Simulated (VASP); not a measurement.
# Nb in VASP: further runs, part 2 of 2

VASP 6.6.1. The steps go on from the part before.

### Step 3. Single point, PBE (z stretched by -1 % at fixed volume)

The input, INCAR:

```
ALGO = Normal ; EDIFF = 1E-6
ENCUT = 500 ; GGA = PE
GGA_COMPAT = F ; ISIF = 2
ISMEAR = -1 ; LASPH = T
LCHARG = F ; LREAL = F
LWAVE = F ; NBANDS = 12
NELM = 120 ; PREC = Accurate
SIGMA = 0.05
```

The input, KPOINTS:

```
k-points
0
Gamma
  14 14 14
```

The input, POSCAR:

```
Nb
1.0
   -1.6723326728      1.6723326728      1.6473105000
    1.6723326728     -1.6723326728      1.6473105000
    1.6723326728      1.6723326728     -1.6473105000
Nb
1
Direct
    0.0000000000      0.0000000000      0.0000000000
```

Potentials or basis: VASP PAW PBE potentials, release 64 (Nb_sv).

Command:

```bash
$ cat potpaw_PBE.64/Nb_sv/POTCAR > POTCAR
$ mpirun -np 1 vasp_std > vasp.out
```

OUTCAR:

```text
EDIFF = 1E-6
   ENCUT = 500
   GGA = PE
   ISIF = 2
   ISMEAR = -1
   LASPH = T
   LREAL = F
   NELM = 120
   PREC = Accurate

 ion  position               nearest neighbor table
   1  0.000  0.000  0.000-

  LATTYP: Found a body centered tetragonal cell.
 ALAT       =     3.3446653456
 C/A-ratio  =     0.9850375627

  Lattice vectors:

 A1 = (  -1.6723326728,   1.6723326728,   1.6473105000)
 A2 = (   1.6723326728,  -1.6723326728,   1.6473105000)
 A3 = (   1.6723326728,   1.6723326728,  -1.6473105000)

Analysis of symmetry for initial positions (statically):
=====================================================================
 Subroutine PRICEL returns:
 Original cell was already a primitive cell.

 Routine SETGRP: Setting up the symmetry group for a
 body centered tetragonal supercell.

 Subroutine GETGRP returns: Found 16 space group operations
 (whereof 16 operations were pure point group operations)
 out of a pool of 16 trial point group operations.

The static configuration has the point symmetry D_4h.

Analysis of symmetry for dynamics (positions and initial velocities):
[... 160 lines left out ...]
 cond. band min:      10.8702790704   @ k =  -0.4286   0.2857   0.0714
 fundamental gap:      0.0044723840
 Fermi energy:        10.8681891326

 k-point     1 :       0.0000    0.0000    0.0000
  band No.  band energies     occupation
      1     -43.5419      2.00000
      2     -18.8861      2.00000
      3     -18.8861      2.00000
      4     -18.8858      2.00000
      5       4.9611      2.00000
      6      11.1242      0.01187
      7      11.2888      0.00044
      8      11.2888      0.00044
      9      13.9525      0.00000
     10      14.1759      0.00000
     11      24.9330      0.00000
     12      24.9335      0.00000
[... 331 lines left out ...]
 k-point    24 :       0.2857    0.1429    0.0000
  band No.  band energies     occupation
      1     -43.3455      2.00000
      2     -19.9063      2.00000
      3     -19.2706      2.00000
      4     -18.9783      2.00000
      5       7.8982      2.00000
      6       9.5829      2.00000
      7      10.7760      1.72684
      8      13.6246      0.00000
      9      14.8953      0.00000
     10      16.3341      0.00000
     11      23.7105      0.00000
     12      24.7164      0.00000

 [... further k-points ...]
[... 5 lines left out ...]
  --------------------------------------------------------------------------------------
  -------------------------------------------------------------------------------------
  Total       -0.3678387     -0.3678387     -0.1794013      0.0000000      0.0000000      0.0000000
  in kB      -31.9806475    -31.9806475    -15.5975089      0.0000000      0.0000000      0.0000000
  external PRESSURE =     -26.5196013 kB  Pullay stress =       0.0000000 kB

 VOLUME and BASIS-vectors are now :
 -----------------------------------------------------------------------------
  energy-cutoff  :      500.00
  volume of cell :       18.43
      direct lattice vectors                 reciprocal lattice vectors
    -1.672332673  1.672332673  1.647310500     0.000000000  0.298983574  0.303525049
     1.672332673 -1.672332673  1.647310500     0.298983574  0.000000000  0.303525049
     1.672332673  1.672332673 -1.647310500     0.298983574  0.298983574  0.000000000

 POSITION                                       TOTAL-FORCE (eV/Angst)
 -----------------------------------------------------------------------------------
      0.00000      0.00000      0.00000         0.000000     -0.000000      0.000000
 -----------------------------------------------------------------------------------
    total drift:                                0.000000      0.000000     -0.000000

  FREE ENERGIE OF THE ION-ELECTRON SYSTEM (eV)
  ---------------------------------------------------
  free  energy   TOTEN  =       -10.2154784632 eV

  energy  without entropy=      -10.2011632039  energy(sigma->0) =      -10.20832083
```

OSZICAR:

```text
N       E                     dE             d eps       ncg     rms          rms(c)
DAV:   1     0.110861290352E+03    0.11086E+03   -0.70957E+03  5912   0.104E+03
DAV:   2    -0.609912440360E+01   -0.11696E+03   -0.11254E+03  6396   0.377E+02
DAV:   3    -0.103964215323E+02   -0.42973E+01   -0.41110E+01  8376   0.633E+01
DAV:   4    -0.106515283737E+02   -0.25511E+00   -0.25357E+00  8208   0.142E+01
DAV:   5    -0.106629902904E+02   -0.11462E-01   -0.11458E-01  8596   0.238E+00    0.691E+00
DAV:   6    -0.102567893340E+02    0.40620E+00   -0.61382E-01  9380   0.990E+00    0.239E+00
DAV:   7    -0.102103541661E+02    0.46435E-01   -0.18305E-01  9692   0.535E+00    0.950E-01
DAV:   8    -0.102154277038E+02   -0.50735E-02   -0.12020E-02  6920   0.143E+00    0.538E-02
DAV:   9    -0.102154694319E+02   -0.41728E-04   -0.10041E-03  9404   0.322E-01    0.390E-02
DAV:  10    -0.102154851184E+02   -0.15686E-04   -0.26140E-05  6916   0.661E-02    0.137E-02
DAV:  11    -0.102154786947E+02    0.64236E-05   -0.49728E-06  7736   0.375E-02    0.248E-03
DAV:  12    -0.102154784632E+02    0.23157E-06   -0.17024E-07  4016   0.571E-03
   1 F= -.10215478E+02 E0= -.10208321E+02  d E =-.143153E-01
```

It took 25 s on 1 thread of Intel Xeon Platinum 8375C at 2.90GHz (Ice Lake), shared host; peak memory 0.17 GiB.

Results:

```yaml
Free_energy: -10.2155 eV
Pressure: -2.7 GPa
```

Stress tensor (GPa, compression positive):
```
-3.20  0.00  0.00
 0.00 -3.20  0.00
 0.00  0.00 -1.56
```
